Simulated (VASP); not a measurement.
A run of VASP 6.6.1:

File INCAR:

```
PREC = Accurate
ENCUT = 520
EDIFF = 1E-6
ISMEAR = -1
SIGMA = 0.05
LREAL = False
LASPH = True
NELM = 80
ALGO = Normal
ISIF = 2
LWAVE = False
LCHARG = False
GGA = RP
IVDW = 12
NBANDS = 35
```

The input KPOINTS:

```
Automatic mesh
0
Gamma
  6 3 9
```

Contents of POSCAR:

```
Al2O3
1.0
    4.6207829569      0.0000000000      0.0000000000
    0.0000000000      9.3883560153      0.0000000000
    0.0000000000      0.0000000000      2.9987365631
Al O
4 6
Direct
    0.9664785985      0.8223301872      0.0000000000
    0.0335214015      0.1776698128      0.0000000000
    0.4664785985      0.6776698128      0.5000000000
    0.5335214015      0.3223301872      0.5000000000
    0.5000000000      0.5000000000      0.5000000000
    0.0983671621      0.7395033893      0.5000000000
    0.4016328379      0.2395033893      0.0000000000
    0.5983671621      0.7604966107      0.0000000000
    0.0000000000      0.0000000000      0.0000000000
    0.9016328379      0.2604966107      0.5000000000
```

Potentials or basis: VASP PAW PBE potentials, release 64 (Al, O).

Run with:

```sh
$ cat potpaw_PBE.64/Al/POTCAR potpaw_PBE.64/O/POTCAR > POTCAR
$ mpirun -np 1 vasp_std > vasp.out
```

Hardware: 1 thread of Intel Xeon 6975P-C, on a shared host.

Q: How long does it take, and how much memory?

A: It took 3.5 min on 1 thread of Intel Xeon 6975P-C, on a shared host, peak memory 0.31 GiB. Counts: scf iterations 15, k points 40.
